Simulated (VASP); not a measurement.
# AlRu (P4/mmm) in VASP: notebook, part 2 of 2

VASP 6.6.1. Earlier steps stand in the parts before.

## Step 3: Single point, PBEsol (biaxial strain in the a-b plane: +4.5 %)

INCAR reads:

```
PREC = Accurate
ENCUT = 520
EDIFF = 1E-7
ISMEAR = 0
SIGMA = 0.1
LREAL = False
LASPH = True
NELM = 100
ALGO = Fast
ISIF = 2
LWAVE = False
LCHARG = True
GGA = PS
LELF = True
LVHAR = True
NBANDS = 16
```

KPOINTS reads:

```
Automatic mesh
0
Gamma
  18 18 18
```

POSCAR reads:

```
AlRu
1.0
    3.1102486048      0.0000000000      0.0000000000
    0.0000000000      3.1102486048      0.0000000000
    0.0000000000      0.0000000000      2.8959539641
Al Ru
1 1
Direct
    0.0000000000      0.0000000000      0.0000000000
    0.5000000000      0.5000000000      0.5000000000
```

Potentials or basis: VASP PAW PBE potentials, release 64 (Al, Ru_pv).

The run is started by

```sh
$ cat potpaw_PBE.64/Al/POTCAR potpaw_PBE.64/Ru_pv/POTCAR > POTCAR
$ mpirun -np 1 vasp_std > vasp.out
```

OUTCAR:

```text
PREC = Accurate
   ENCUT = 520
   EDIFF = 1E-7
   ISMEAR = 0
   LREAL = False
   LASPH = True
   NELM = 100
   ISIF = 2
   GGA = PS

 ion  position               nearest neighbor table
   1  0.000  0.000  0.000-   2 2.63   2 2.63   2 2.63   2 2.63   2 2.63   2 2.63   2 2.63   2 2.63

   2  0.500  0.500  0.500-   1 2.63   1 2.63   1 2.63   1 2.63   1 2.63   1 2.63   1 2.63   1 2.63

  LATTYP: Found a simple tetragonal cell.
 ALAT       =     3.1102486048
 C/A-ratio  =     0.9311004785

  Lattice vectors:

 A1 = (   3.1102486048,   0.0000000000,   0.0000000000)
 A2 = (   0.0000000000,   3.1102486048,   0.0000000000)
 A3 = (   0.0000000000,   0.0000000000,   2.8959539641)

Analysis of symmetry for initial positions (statically):
=====================================================================
 Subroutine PRICEL returns:
 Original cell was already a primitive cell.

 Routine SETGRP: Setting up the symmetry group for a
 simple tetragonal supercell.

 Subroutine GETGRP returns: Found 16 space group operations
 (whereof 16 operations were pure point group operations)
 out of a pool of 16 trial point group operations.

The static configuration has the point symmetry D_4h.

Analysis of symmetry for dynamics (positions and initial velocities):
=====================================================================
 Subroutine PRICEL returns:
 Original cell was already a primitive cell.

 Routine SETGRP: Setting up the symmetry group for a
 simple tetragonal supercell.

 Subroutine GETGRP returns: Found 16 space group operations
 (whereof 16 operations were pure point group operations)
 out of a pool of 16 trial point group operations.

The dynamic configuration has the point symmetry D_4h.

 Subroutine INISYM returns: Found 16 space group operations
 (whereof 16 operations are pure point group operations),
 and found     1 'primitive' translations
[... 112 lines left out ...]
   IALGO  =     68    algorithm
   IMIX   =      4    mixing-type and parameters
     AMIX     =   0.40;   BMIX     =  1.00
     AMIX_MAG =   1.60;   BMIX_MAG =  1.00
  volume/ion in A,a.u.               =      14.01        94.53
  Fermi-wavevector in a.u.,A,eV,Ry     =   1.386002  2.619164 26.136812  1.921001
  Thomas-Fermi vector in A             =   2.510359
   LORBIT       =      0    0 simple, 1 ext, 2 COOP (PROOUT), +10 PAW based schemes
   GGA     = PS    functional components
   LHFCALC =     F    Hartree Fock is set to
   AEXX    =    0.0000 exact exchange contribution
   IVDW    =     0    specifies the selected vdW correction
   LEPSILON=     F    determine dielectric tensor
   LRPA    =     F    only Hartree local field effects (RPA)
 non-spin polarized calculation
 RMM-DIIS sequential band-by-band and
 Gauss-broadening in eV      SIGMA  =   0.10
  energy-cutoff  :      520.00
  volume of cell :       28.01
 maximum number of plane-waves:       776
 NGX is ok and might be reduce to    24
   NGX = 11   NGY = 11   NGZ = 11

 number of electron      17.0000002 magnetization

 Free energy of the ion-electron system (eV)
  ---------------------------------------------------
  ext. energy  EPLUGINS =         0.00000000
  ---------------------------------------------------
  free energy    TOTEN  =       -15.41511617 eV

  energy without entropy =      -15.40705568  energy(sigma->0) =      -15.41108592

 E-fermi :  10.0116     XC(G=0): -12.4549

 val. band max:       10.0105786792   @ k =   0.1111   0.0000   0.5000
 cond. band min:      10.0174227047   @ k =   0.4444   0.4444   0.1111
 fundamental gap:      0.0068440255
 Fermi energy:        10.0115846522

 k-point     1 :       0.0000    0.0000    0.0000
  band No.  band energies     occupation
      1     -31.7502      2.00000
      2     -31.7502      2.00000
      3     -31.6611      2.00000
      4       0.5467      2.00000
      5       6.6015      2.00000
      6       6.6089      2.00000
[... 433 lines left out ...]
      3     -31.6518      2.00000
      4       2.5560      2.00000
      5       6.1346      2.00000
      6       7.1477      2.00000
[... 8 lines left out ...]
     15      23.0823      0.00000
     16      23.4887      0.00000

 [... further k-points ...]

------------------------ aborting loop because EDIFF is reached ----------------------------------------

  FORCE on cell =-STRESS in cart. coord.  units (eV):
  Direction    XX          YY          ZZ          XY          YZ          ZX
  --------------------------------------------------------------------------------------
  -------------------------------------------------------------------------------------
  Total       -2.6321966     -2.6321966     -0.5798021      0.0000000      0.0000000      0.0000000
  in kB     -150.5383154   -150.5383154    -33.1595379      0.0000000      0.0000000      0.0000000
  external PRESSURE =    -111.4120562 kB  Pullay stress =       0.0000000 kB

 VOLUME and BASIS-vectors are now :
 -----------------------------------------------------------------------------
  energy-cutoff  :      520.00
  volume of cell :       28.01
      direct lattice vectors                 reciprocal lattice vectors
     3.110248605  0.000000000  0.000000000     0.321517707  0.000000000  0.000000000
     0.000000000  3.110248605  0.000000000     0.000000000  0.321517707  0.000000000
     0.000000000  0.000000000  2.895953964     0.000000000  0.000000000  0.345309357

 POSITION                                       TOTAL-FORCE (eV/Angst)
 -----------------------------------------------------------------------------------
      0.00000      0.00000      0.00000         0.000000      0.000000      0.000000
      1.55512      1.55512      1.44798         0.000000      0.000000      0.000000
 -----------------------------------------------------------------------------------
    total drift:                                0.000000     -0.000000     -0.000000

  FREE ENERGIE OF THE ION-ELECTRON SYSTEM (eV)
  ---------------------------------------------------
  free  energy   TOTEN  =       -15.4151161723 eV

  energy  without entropy=      -15.4070556760  energy(sigma->0) =      -15.41108592
```

It took 63 s on 1 thread of Intel Xeon 6975P-C (Granite Rapids), shared host; peak memory 0.34 GiB.

Results:

| Quantity | Value |
| --- | --- |
| Free energy | -15.4151 eV |
| Pressure | -11.1 GPa |
| Band gap on the k mesh | zero (an odd number of electrons rules out a gap without spin polarisation) |

Levels at points of the mesh, in eV from the Fermi level:
```tsv
k point	band 5	band 6	band 7	band 8	band 9	band 10	band 11	band 12	band 13	band 14
(0.00, 0.00, 0.00)	-3.41	-3.40	-0.14	0.32	0.32	5.12	5.12	7.31	10.33	10.78
(0.50, 0.00, 0.00)	-5.69	-2.76	-1.80	-0.99	0.51	1.70	7.37	10.10	11.60	12.01
(0.50, 0.50, 0.00)	-3.15	-1.63	-1.63	-0.68	-0.68	1.10	4.30	5.46	11.35	14.60
(0.00, 0.00, 0.50)	-4.90	-2.46	-1.83	-1.83	0.20	2.86	7.42	10.16	10.16	12.02
(0.50, 0.00, 0.50)	-2.84	-1.47	-1.43	-1.20	-0.98	1.46	5.38	5.88	9.73	13.66
(0.50, 0.50, 0.50)	-4.45	-4.34	1.24	1.70	2.32	3.84	3.84	4.26	7.46	8.40
```

Caveat: the cell differs from its parent crystal (biaxial strain in the a-b plane: +4.5 %); the cell stands under tension; the PAW data sets were made with another functional, which shifts forces and pressure a little.
